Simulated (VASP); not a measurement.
# BN (Cm) in VASP: further runs, part 2 of 2

VASP 6.6.1.

## (4) Single point, PBE+D3(BJ) (atom 1 (B) moved by +0.384 Å along [1 2 0] and -0.384 Å along [0 0 1])

The input, INCAR:

```
SYSTEM = BN
  ALGO = Normal
  EDIFF = 1E-6
  ENCUT = 520
  GGA = PE
  ISIF = 2
  ISMEAR = 0
  IVDW = 12
  LASPH = .True.
  LCHARG = .True.
  LELF = .True.
  LREAL = .False.
  LVHAR = .True.
  LWAVE = .False.
  NBANDS = 16
  NELM = 60
  PREC = Accurate
  SIGMA = 0.05
```

The input, KPOINTS:

```
k-points
0
Gamma
  12 12 4
  0 0 0
```

The input, POSCAR:

```
BN
1.0
    2.5061233057      0.0000000000      0.0000000000
   -1.2530616528      2.1703664477      0.0000000000
    0.0000000000      0.0000000000      6.5973571420
B N
2 2
Direct
    0.0884643237      0.1769286474      0.4417948746
    0.3333333333      0.6666666667      0.0000000000
    0.0000000000      0.0000000000      0.0000000000
    0.6666666667      0.3333333333      0.5000000000
```

Potentials or basis: VASP PAW PBE potentials, release 64 (B, N).

Command:

```sh
$ cat potpaw_PBE.64/B/POTCAR potpaw_PBE.64/N/POTCAR > POTCAR
$ mpirun -np 1 vasp_std > vasp.out
```

OUTCAR:

```text
SYSTEM = BN
   EDIFF = 1E-6
   ENCUT = 520
   GGA = PE
   ISIF = 2
   ISMEAR = 0
   IVDW = 12
   LASPH = .True.
   LREAL = .False.
   NELM = 60
   PREC = Accurate
 IVDW          = 12

 ion  position               nearest neighbor table
   1  0.088  0.177  0.442-   4 1.35   4 1.35   4 1.87
   2  0.333  0.667  0.000-   3 1.45   3 1.45   3 1.45
   3  0.000  0.000  0.000-   2 1.45   2 1.45   2 1.45
   4  0.667  0.333  0.500-   1 1.35   1 1.35   1 1.87

  LATTYP: Found a hexagonal cell.
 ALAT       =     2.5061233057
 C/A-ratio  =     2.6324950281

  Lattice vectors:

 A1 = (   2.5061233057,   0.0000000000,   0.0000000000)
 A2 = (  -1.2530616528,   2.1703664477,   0.0000000000)
 A3 = (   0.0000000000,   0.0000000000,   6.5973571420)

Analysis of symmetry for initial positions (statically):
=====================================================================
 Subroutine PRICEL returns:
 Original cell was already a primitive cell.

 Routine SETGRP: Setting up the symmetry group for a
 hexagonal supercell.

 Subroutine GETGRP returns: Found  2 space group operations
 (whereof  2 operations were pure point group operations)
[... 172 lines left out ...]
 fundamental gap:      0.5099879449
 Fermi energy:         5.3226543314

 k-point     1 :       0.0000    0.0000    0.0000
  band No.  band energies     occupation
      1     -15.7892      2.00000
      2     -14.7231      2.00000
      3      -4.1763      2.00000
      4      -1.5426      2.00000
      5      -1.1444      2.00000
      6       0.5516      2.00000
[... 433 lines left out ...]
      3      -5.7154      2.00000
      4      -5.2049      2.00000
      5      -2.3007      2.00000
      6      -0.5624      2.00000
[... 8 lines left out ...]
     15      18.3596      0.00000
     16      20.0447      0.00000

 [... further k-points ...]

------------------------ aborting loop because EDIFF is reached ----------------------------------------

 Edisp (eV)   -0.57227

 E8    (eV) :    -0.1681

  FORCE on cell =-STRESS in cart. coord.  units (eV):
  Direction    XX          YY          ZZ          XY          YZ          ZX
  --------------------------------------------------------------------------------------
  -------------------------------------------------------------------------------------
  Total       4.46670     2.99165    -1.44437     0.00000     1.57560     0.00000
  in kB     199.43045   133.57219   -64.48891     0.00000    70.34770     0.00000
  external pressure =       89.50 kB  Pullay stress =        0.00 kB

 VOLUME and BASIS-vectors are now :
 -----------------------------------------------------------------------------
  energy-cutoff  :      520.00
  volume of cell :       35.88
      direct lattice vectors                 reciprocal lattice vectors
     2.506123306  0.000000000  0.000000000     0.399022665  0.230375843  0.000000000
    -1.253061653  2.170366448  0.000000000     0.000000000  0.460751686  0.000000000
     0.000000000  0.000000000  6.597357142     0.000000000  0.000000000  0.151575847

 POSITION                                       TOTAL-FORCE (eV/Angst)
 -----------------------------------------------------------------------------------
      0.00000      0.38400      2.91468        -0.000000     -4.321485      3.073178
     -0.00000      1.44691      0.00000         0.000000      0.001956     -0.313910
      0.00000      0.00000      0.00000         0.000000      0.028762      0.253966
      1.25306      0.72346      3.29868         0.000000      4.290767     -3.013234
 -----------------------------------------------------------------------------------
    total drift:                                0.000001      0.000199      0.000309

  FREE ENERGIE OF THE ION-ELECTRON SYSTEM (eV)
  ---------------------------------------------------
  free  energy   TOTEN  =       -33.4207651755 eV

  energy  without entropy=      -33.4207651754  energy(sigma->0) =      -33.42076518
```

OSZICAR:

```text
N       E                     dE             d eps       ncg     rms          rms(c)
DAV:   1     0.433161237705E+02    0.43316E+02   -0.76838E+03  5256   0.924E+02
DAV:   2    -0.338847446389E+02   -0.77201E+02   -0.69472E+02  7176   0.211E+02
DAV:   3    -0.367646456161E+02   -0.28799E+01   -0.28676E+01  6744   0.401E+01
DAV:   4    -0.367806613867E+02   -0.16016E-01   -0.16013E-01  6552   0.331E+00
DAV:   5    -0.367808004029E+02   -0.13902E-03   -0.13901E-03  6736   0.297E-01    0.118E+01
DAV:   6    -0.332025144022E+02    0.35783E+01   -0.58772E+00  7056   0.192E+01    0.515E+00
DAV:   7    -0.329437863191E+02    0.25873E+00   -0.60754E-01  7000   0.595E+00    0.330E+00
DAV:   8    -0.328472259124E+02    0.96560E-01   -0.21556E-01  7040   0.326E+00    0.511E-01
DAV:   9    -0.328480621702E+02   -0.83626E-03   -0.11702E-02  6272   0.869E-01    0.224E-01
DAV:  10    -0.328483983305E+02   -0.33616E-03   -0.15066E-03  6768   0.311E-01    0.461E-02
DAV:  11    -0.328484644655E+02   -0.66135E-04   -0.11547E-04  7608   0.103E-01    0.224E-02
DAV:  12    -0.328484887346E+02   -0.24269E-04   -0.27440E-05  6904   0.425E-02    0.136E-02
DAV:  13    -0.328484931193E+02   -0.43847E-05   -0.71361E-06  7248   0.207E-02    0.228E-03
DAV:  14    -0.328484932032E+02   -0.83858E-07   -0.42295E-07  4680   0.607E-03
   1 F= -.33420765E+02 E0= -.33420765E+02  d E =-.688383E-12
```

It took 51 s on 1 thread of AMD EPYC 9R45 (Zen 5), shared host; peak memory 0.18 GiB.

What came out:

- Free energy: -33.4208 eV
- Pressure: 9.0 GPa
- Largest force: 5.303 eV/Å
- Band gap on the k mesh: 0.51 eV, indirect (least direct gap 1.27 eV)
- Dispersion energy per atom: -0.143 eV

Forces on the atoms (eV/Å):
```
B    0.000 -4.321  3.073
B    0.000  0.002 -0.314
N    0.000  0.029  0.254
N    0.000  4.291 -3.013
```

Stress tensor (GPa, compression positive):
```
19.94  0.00  0.00
 0.00 13.36  7.03
 0.00  7.03 -6.45
```

Levels at points of the mesh, in eV from the valence-band top:
```tsv
k point	band 4	band 5	band 6	band 7	band 8	band 9	band 10	band 11	band 12	band 13
(0.00, 0.00, 0.00)	-6.57	-6.17	-4.48	-4.48	-0.02	1.25	6.37	7.48	8.45	8.45
(0.50, 0.00, 0.00)	-11.17	-7.26	-4.29	-3.68	-3.12	0.58	2.10	4.33	6.70	9.71
(0.00, 0.50, 0.00)	-10.02	-7.67	-7.26	-4.61	-3.84	1.66	3.75	6.41	6.89	9.39
(0.00, 0.00, 0.50)	-7.44	-6.17	-4.48	-4.48	0.00	2.64	5.42	6.71	8.44	8.45
(0.50, 0.00, 0.50)	-11.19	-7.26	-4.19	-3.64	-3.12	0.51	1.65	4.44	6.83	10.20
(0.00, 0.50, 0.50)	-10.04	-7.66	-7.26	-4.41	-3.93	1.47	3.50	6.43	7.14	9.19
```

Caveat: the cell differs from its parent crystal (atom 1 (B) moved by +0.384 Å along [1 2 0] and -0.384 Å along [0 0 1]); forces of over 1 eV/Å act on the atoms, so gaps and moduli don't describe the material at rest. A k mesh can miss the band edges.
